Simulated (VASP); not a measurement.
**Hf2As3: single point with PBE**

Hf2As3:

```
Hf As
1.0
     7.81103    0.00000    0.00000
     0.00000    7.81103    0.00000
     0.00000    0.00000    3.92412
Hf As
4 6
Direct
  0.38000 0.88000 0.00000
  0.12000 0.38000 0.00000
  0.62000 0.12000 0.00000
  0.88000 0.62000 0.00000
  0.00000 0.00000 0.00000
  0.50000 0.50000 0.00000
  0.18000 0.68000 0.50000
  0.32000 0.18000 0.50000
  0.82000 0.32000 0.50000
  0.68000 0.82000 0.50000
```

| Quantity | Value |
| --- | --- |
| Program | VASP 6.6.1 |
| Task | single point |
| Functional | PBE |
| Potentials or basis | VASP PAW PBE potentials, release 64 (Hf_pv, As) |
| Cutoff | 520 eV |
| k mesh | 4 × 4 × 6 |
| Occupations | gaussian, width 0.1 eV |
| Spin | no spin polarisation |

```json
{
 "Pressure": "-11.5 GPa",
 "Largest force": "3.734 eV/Å",
 "Band gap on the k mesh": "zero (band 35 reaches 4.76 eV, above the bottom of band 36 at 3.64 eV)"
}
```

Forces on the atoms (eV/Å):
```
Hf  -2.641 -2.641  0.000
Hf   2.641 -2.641  0.000
Hf   2.641  2.641  0.000
Hf  -2.641  2.641  0.000
As   0.000  0.000  0.000
As   0.000  0.000  0.000
As  -0.902 -0.902  0.000
As   0.902 -0.902  0.000
As   0.902  0.902  0.000
As  -0.902  0.902  0.000
```

Stress tensor (GPa, compression positive):
```
-10.61   0.00   0.00
  0.00 -10.61   0.00
  0.00   0.00 -13.40
```

Levels at points of the mesh, in eV from the Fermi level:
| k point | band 31 | band 32 | band 33 | band 34 | band 35 | band 36 | band 37 | band 38 | band 39 | band 40 |
| --- | --- | --- | --- | --- | --- | --- | --- | --- | --- | --- |
| (0.00, 0.00, 0.00) | -1.35 | -1.03 | -0.78 | -0.40 | -0.31 | -0.06 | 0.27 | 0.52 | 0.52 | 0.66 |
| (0.50, 0.00, 0.00) | -0.81 | -0.81 | -0.16 | -0.16 | 0.00 | 0.00 | 0.58 | 0.58 | 0.94 | 0.94 |
| (0.50, 0.50, 0.00) | -1.11 | -1.11 | -0.47 | -0.47 | 0.28 | 0.28 | 1.05 | 1.05 | 1.32 | 1.32 |
| (0.00, 0.00, 0.50) | -1.27 | -1.27 | -1.19 | -0.72 | -0.66 | -0.66 | 0.70 | 0.82 | 0.95 | 2.15 |
| (0.50, 0.00, 0.50) | -1.10 | -1.10 | -0.91 | -0.91 | -0.02 | -0.02 | 0.16 | 0.16 | 1.61 | 1.61 |
| (0.50, 0.50, 0.50) | -2.00 | -2.00 | -0.64 | -0.64 | 0.46 | 0.46 | 0.76 | 0.76 | 1.09 | 1.09 |

Wall time 2.6 min on 1 thread of Intel(R) Xeon(R) 6975P-C (Granite Rapids), with other jobs on the host, peak memory 0.45 GiB.

Caveat: spin-orbit coupling is left out, which moves the levels of the heavy elements; forces of over 1 eV/Å act on the atoms, so gaps and moduli don't describe the material at rest.
